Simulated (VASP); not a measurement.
# Mg (Pm-3m) in VASP: notebook, part 2 of 2

VASP 6.6.1.

## (3) Single point, r2SCAN (30.05 Å³/atom)

This run uses another cell than the first one, of 30.05 Å³/atom.

File POSCAR:

```
Mg
1.0
    3.1089381345      0.0000000000      0.0000000000
    0.0000000000      3.1089381345      0.0000000000
    0.0000000000      0.0000000000      3.1089381345
Mg
1
Direct
    0.0000000000      0.0000000000      0.0000000000
```

File INCAR.step1:

```
SYSTEM = Mg
PREC = Accurate
ENCUT = 520
ISMEAR = -1
SIGMA = 0.1
LREAL = .False.
LASPH = .True.
NELM = 100
NBANDS = 7
GGA = PE
ALGO = Normal
EDIFF = 1E-4
LWAVE = .True.
LCHARG = .False.
```

File INCAR.step2:

```
SYSTEM = Mg
PREC = Accurate
ENCUT = 520
EDIFF = 1E-7
ISMEAR = -1
SIGMA = 0.1
LREAL = .False.
LASPH = .True.
NELM = 100
ALGO = Normal
ISIF = 2
LWAVE = .False.
LCHARG = .True.
METAGGA = R2SCAN
LMIXTAU = .True.
LELF = .True.
LVHAR = .True.
NBANDS = 7
ISTART = 1
```

File KPOINTS:

```
Automatic mesh
0
Gamma
  12 12 12
  0 0 0
```

Potentials or basis: VASP PAW PBE potentials, release 64 (Mg).

On the command line:

```bash
$ cat potpaw_PBE.64/Mg/POTCAR > POTCAR
$ cp INCAR.step1 INCAR
$ mpirun -np 1 vasp_std > vasp.out
$ cp INCAR.step2 INCAR
$ mpirun -np 1 vasp_std > vasp.out
```

OUTCAR:

```text
SYSTEM = Mg
   PREC = Accurate
   ENCUT = 520
   EDIFF = 1E-7
   ISMEAR = -1
   LREAL = .False.
   LASPH = .True.
   NELM = 100
   ISIF = 2
   METAGGA = R2SCAN
   ISTART = 1

 ion  position               nearest neighbor table
   1  0.000  0.000  0.000-

  LATTYP: Found a simple cubic cell.
 ALAT       =     3.1089381345

  Lattice vectors:

 A1 = (   3.1089381345,   0.0000000000,   0.0000000000)
 A2 = (   0.0000000000,   3.1089381345,   0.0000000000)
 A3 = (   0.0000000000,   0.0000000000,   3.1089381345)

Analysis of symmetry for initial positions (statically):
=====================================================================
 Subroutine PRICEL returns:
 Original cell was already a primitive cell.

 Routine SETGRP: Setting up the symmetry group for a
 simple cubic supercell.

 Subroutine GETGRP returns: Found 48 space group operations
 (whereof 48 operations were pure point group operations)
 out of a pool of 48 trial point group operations.

The static configuration has the point symmetry O_h .

Analysis of symmetry for dynamics (positions and initial velocities):
=====================================================================
 Subroutine PRICEL returns:
 Original cell was already a primitive cell.

 Routine SETGRP: Setting up the symmetry group for a
 simple cubic supercell.

 Subroutine GETGRP returns: Found 48 space group operations
 (whereof 48 operations were pure point group operations)
 out of a pool of 48 trial point group operations.

The dynamic configuration has the point symmetry O_h .

 Subroutine INISYM returns: Found 48 space group operations
 (whereof 48 operations are pure point group operations),
 and found     1 'primitive' translations

----------------------------------------------------------------------------------------

                                     Primitive cell

  volume of cell :      30.0494

  direct lattice vectors                    reciprocal lattice vectors
     3.108938134  0.000000000  0.000000000     0.321653232  0.000000000  0.000000000
     0.000000000  3.108938134  0.000000000     0.000000000  0.321653232  0.000000000
     0.000000000  0.000000000  3.108938134     0.000000000  0.000000000  0.321653232

  length of vectors
     3.108938134  3.108938134  3.108938134     0.321653232  0.321653232  0.321653232

  position of ions in fractional coordinates (direct lattice)
     0.000000000  0.000000000  0.000000000

  ion indices of the primitive-cell ions
   primitive index   ion index
                 1           1

----------------------------------------------------------------------------------------

 KPOINTS: Automatic mesh

Automatic generation of k-mesh.
 Grid dimensions read from file:
 generate k-points for:   12   12   12

 Generating k-lattice:

  Cartesian coordinates                     Fractional coordinates (reciprocal lattice)
     0.026804436  0.000000000  0.000000000     0.083333333  0.000000000  0.000000000
     0.000000000  0.026804436  0.000000000     0.000000000  0.083333333  0.000000000
     0.000000000  0.000000000  0.026804436     0.000000000  0.000000000  0.083333333

  Length of vectors
     0.026804436  0.026804436  0.026804436

  Shift w.r.t. Gamma in fractional coordinates (k-lattice)
     0.000000000  0.000000000  0.000000000

 Subroutine IBZKPT returns following result:
 ===========================================

 Found     84 irreducible k-points:

 Following reciprocal coordinates:
            Coordinates               Weight
  0.000000  0.000000  0.000000      1.000000
  0.083333  0.000000  0.000000      6.000000
  0.166667  0.000000  0.000000      6.000000
  0.250000  0.000000  0.000000      6.000000
  0.333333  0.000000  0.000000      6.000000
  0.416667  0.000000  0.000000      6.000000
[... 16 lines left out ...]
  0.333333  0.333333  0.000000     12.000000
  0.416667  0.333333  0.000000     24.000000
 [... further k-points ...]
   k-points           NKPTS =     84   k-points in BZ     NKDIM =     84   number of bands    NBANDS=      7
   number of dos      NEDOS =    301   number of ions     NIONS =      1
   total plane-waves  NPLWV =  13824
   dimension x,y,z NGX =    24 NGY =   24 NGZ =   24
   dimension x,y,z NGXF=    48 NGYF=   48 NGZF=   48
   ions per type =               1
   NGX,Y,Z   is equivalent  to a cutoff of  12.83, 12.83, 12.83 a.u.
   NGXF,Y,Z  is equivalent  to a cutoff of  25.67, 25.67, 25.67 a.u.
 SYSTEM =  Mg
   PREC   = accura    normal or accurate (medium, high low for compatibility)
   ISTART =      1    job   : 0-new  1-cont  2-samecut
   ICHARG =      0    charge: 1-file 2-atom 10-const
   ISPIN  =      1    spin polarized calculation?
   LNONCOLLINEAR =      F non collinear calculations
   LSORBIT =      F    spin-orbit coupling
   LASPH  =      T    aspherical Exc in radial PAW
   ENCUT  =  520.0 eV  38.22 Ry    6.18 a.u.   5.78  5.78  5.78*2*pi/ulx,y,z
   NELM   =    100;   NELMIN=  2; NELMDL=  0     # of ELM steps
   EDIFF  = 0.1E-06   stopping-criterion for ELM
   LREAL  =      F    real-space projection
   EDIFFG = 0.1E-05   stopping-criterion for IOM
   NSW    =      0    number of steps for IOM
   IBRION =     -1    ionic relax: 0-MD 1-quasi-New 2-CG
   NFREE  =      0    steps in history (QN), initial steepest desc. (CG)
   ISIF   =      2    stress and relaxation
   ISYM   =      2    0-nonsym 1-usesym 2-fastsym
   POTIM  = 0.5000    time-step for ionic-motion
   TEBEG  =    0.0;   TEEND  =   0.0 temperature during run
   PSTRESS=    0.0 pullay stress
   NELECT =       2.0000    total number of electrons
   NUPDOWN=      -1.0000    fix difference up-down
   EMIN   =  10.00;   EMAX   =-10.00  energy-range for DOS
   EFERMI =   0.00;   METHOD = LEGACY
   ISMEAR =    -1;   SIGMA  =   0.10  broadening in eV -4-tet -1-fermi 0-gaus
   EFERMI_NEDOS =   21; number of points for ismear=-14 and -15
   IALGO  =     38    algorithm
   IMIX   =      4    mixing-type and parameters
     AMIX     =   0.40;   BMIX     =  1.00
     AMIX_MAG =   1.60;   BMIX_MAG =  1.00
  volume/ion in A,a.u.               =      30.05       202.78
  Fermi-wavevector in a.u.,A,eV,Ry     =   0.663447  1.253733  5.988762  0.440162
  Thomas-Fermi vector in A             =   1.736828
   LORBIT       =      0    0 simple, 1 ext, 2 COOP (PROOUT), +10 PAW based schemes
   METAGGA = R2SCAN    functional components
   LHFCALC =     F    Hartree Fock is set to
   AEXX    =    0.0000 exact exchange contribution
   IVDW    =     0    specifies the selected vdW correction
   LEPSILON=     F    determine dielectric tensor
   LRPA    =     F    only Hartree local field effects (RPA)
 non-spin polarized calculation
  energy-cutoff  :      520.00
  volume of cell :       30.05
 maximum number of plane-waves:       840
 NGX is ok and might be reduce to    24
   NGX = 11   NGY = 11   NGZ = 11

 number of electron       2.0000000 magnetization

 Free energy of the ion-electron system (eV)
  ---------------------------------------------------
  ext. energy  EPLUGINS =         0.00000000
  ---------------------------------------------------
  free energy    TOTEN  =        -3.66692434 eV

  energy without entropy =       -3.65085728  energy(sigma->0) =       -3.65889081

 E-fermi :   1.2689     XC(G=0):  -8.1796

 val. band max:        1.2277507609   @ k =   0.5000   0.3333   0.1667
 cond. band min:       1.2991608959   @ k =   0.5000   0.2500   0.2500
 fundamental gap:      0.0714101350
 Fermi energy:         1.2688803676

 k-point     1 :       0.0000    0.0000    0.0000
  band No.  band energies     occupation
      1      -4.9635      2.00000
      2       9.7054      0.00000
      3       9.7054      0.00000
      4      10.9511      0.00000
      5      10.9511      0.00000
      6      10.9511      0.00000
      7      15.7750      0.00000

 k-point     2 :       0.0833    0.0000    0.0000
  band No.  band energies     occupation
      1      -4.8472      2.00000
      2       8.1342      0.00000
      3       9.8081      0.00000
      4      11.0504      0.00000
      5      11.0504      0.00000
      6      12.2361      0.00000
      7      16.3308      0.00000
[... 201 lines left out ...]
 k-point    23 :       0.3333    0.3333    0.0000
  band No.  band energies     occupation
      1      -1.2985      2.00000
      2       3.4789      0.00000
      3       4.6792      0.00000
      4       9.3065      0.00000
      5      14.0916      0.00000
      6      15.6387      0.00000
      7      18.1745      0.00000

 k-point    24 :       0.4167    0.3333    0.0000
  band No.  band energies     occupation
      1      -0.2934      2.00000
      2       2.3146      0.00006
      3       5.1762      0.00000
      4       7.7625      0.00000
      5      14.9420      0.00000
      6      16.5930      0.00000
      7      17.2404      0.00000

 [... further k-points ...]
[... 5 lines left out ...]
  --------------------------------------------------------------------------------------
  -------------------------------------------------------------------------------------
  Total       -0.4184881     -0.4184881     -0.4184881      0.0000000     -0.0000000      0.0000000
  in kB      -22.3129713    -22.3129713    -22.3129713      0.0000000     -0.0000000      0.0000000
  external PRESSURE =     -22.3129713 kB  Pullay stress =       0.0000000 kB

 VOLUME and BASIS-vectors are now :
 -----------------------------------------------------------------------------
  energy-cutoff  :      520.00
  volume of cell :       30.05
      direct lattice vectors                 reciprocal lattice vectors
     3.108938134  0.000000000  0.000000000     0.321653232  0.000000000  0.000000000
     0.000000000  3.108938134  0.000000000     0.000000000  0.321653232  0.000000000
     0.000000000  0.000000000  3.108938134     0.000000000  0.000000000  0.321653232

 POSITION                                       TOTAL-FORCE (eV/Angst)
 -----------------------------------------------------------------------------------
      0.00000      0.00000      0.00000         0.000000      0.000000      0.000000
 -----------------------------------------------------------------------------------
    total drift:                                0.000000     -0.000000      0.000000

  FREE ENERGIE OF THE ION-ELECTRON SYSTEM (eV)
  ---------------------------------------------------
  free  energy   TOTEN  =        -3.6669243404 eV

  energy  without entropy=       -3.6508572823  energy(sigma->0) =       -3.65889081
```

OUTCAR.step1:

```text
SYSTEM = Mg
   PREC = Accurate
   ENCUT = 520
   ISMEAR = -1
   LREAL = .False.
   LASPH = .True.
[... 457 lines left out ...]
 -----------------------------------------------------------------------------------
      0.00000      0.00000      0.00000         0.000000      0.000000      0.000000
 -----------------------------------------------------------------------------------
    total drift:                                0.000000      0.000000      0.000000

  FREE ENERGIE OF THE ION-ELECTRON SYSTEM (eV)
  ---------------------------------------------------
  free  energy   TOTEN  =        -1.1180046751 eV

  energy  without entropy=       -1.1012051013  energy(sigma->0) =       -1.10960489
```

It took 22 s on 1 thread of Intel Xeon 6975P-C (Granite Rapids), shared host; peak memory 0.15 GiB.

Results:

```yaml
Free_energy: -3.6669 eV
Pressure: -2.2 GPa
Band_gap_on_the_k_mesh: zero (bands 1 and 2 overlap by 6.53 eV)
```

Caveat: the PAW data sets were made with another functional, which shifts forces and pressure a little.

## (4) Single point, r2SCAN

This run uses another cell than the first one, of 26.83 Å³/atom.

File POSCAR:

```
Mg
1.0
    2.9936848011      0.0000000000      0.0000000000
    0.0000000000      2.9936848011      0.0000000000
    0.0000000000      0.0000000000      2.9936848011
Mg
1
Direct
    0.0000000000      0.0000000000      0.0000000000
```

File INCAR.step1:

```
SYSTEM = Mg
PREC = Accurate
ENCUT = 520
ISMEAR = -1
SIGMA = 0.1
LREAL = .FALSE.
LASPH = .TRUE.
NELM = 80
NBANDS = 7
GGA = PE
ALGO = Normal
EDIFF = 1E-4
LWAVE = .TRUE.
LCHARG = .FALSE.
```

File INCAR.step2:

```
SYSTEM = Mg
PREC = Accurate
ENCUT = 520
EDIFF = 1E-6
ISMEAR = -1
SIGMA = 0.1
LREAL = .FALSE.
LASPH = .TRUE.
NELM = 80
ALGO = Normal
ISIF = 2
LWAVE = .FALSE.
LCHARG = .TRUE.
METAGGA = R2SCAN
LMIXTAU = .TRUE.
LELF = .TRUE.
LVHAR = .TRUE.
NBANDS = 7
ISTART = 1
```

File KPOINTS:

```
Automatic mesh
0
G
  17 17 17
  0 0 0
```

On the command line:

```bash
$ cat potpaw_PBE.64/Mg/POTCAR > POTCAR
$ cp INCAR.step1 INCAR
$ mpirun -np 1 vasp_std > vasp.out
$ cp INCAR.step2 INCAR
$ mpirun -np 1 vasp_std > vasp.out
```

Wall time 38 s (1 thread of Intel Xeon 6975P-C (Granite Rapids), shared host); peak memory 0.16 GiB.

The run converged. Its results:

| Property | Result |
| --- | --- |
| Free energy | -3.6935 eV |
| Pressure | -0.1 GPa |
| Band gap on the k mesh | zero (bands 1 and 2 overlap by 6.13 eV) |

Levels at points of the mesh, in eV from the Fermi level:
```csv
k point,band 1,band 2,band 3,band 4,band 5
"(0.00, 0.00, 0.00)",-6.73,8.80,8.80,10.47,10.47
```

Caveat: the PAW data sets were made with another functional, which shifts forces and pressure a little.

## (5) Summary

```csv
cell,k mesh,gap on the mesh (eV),pressure (GPa)
"a = 3.071 Å, 1 atom",12 × 12 × 12,none,-1.7
"a = 3.109 Å, 1 atom",12 × 12 × 12,none,-2.2
"a = 2.994 Å, 1 atom",17 × 17 × 17,none,-0.1
```

Alike in all rows: task single point; level r2SCAN; potentials or basis VASP PAW PBE potentials, release 64 (Mg); no spin polarisation; cutoff (eV) 520; smearing fermi-dirac 0.1 eV.

Caveats: the PAW data sets were made with another functional, which shifts forces and pressure a little.

Total energies depend on the potentials used, so only differences within one code and one set of settings carry meaning.
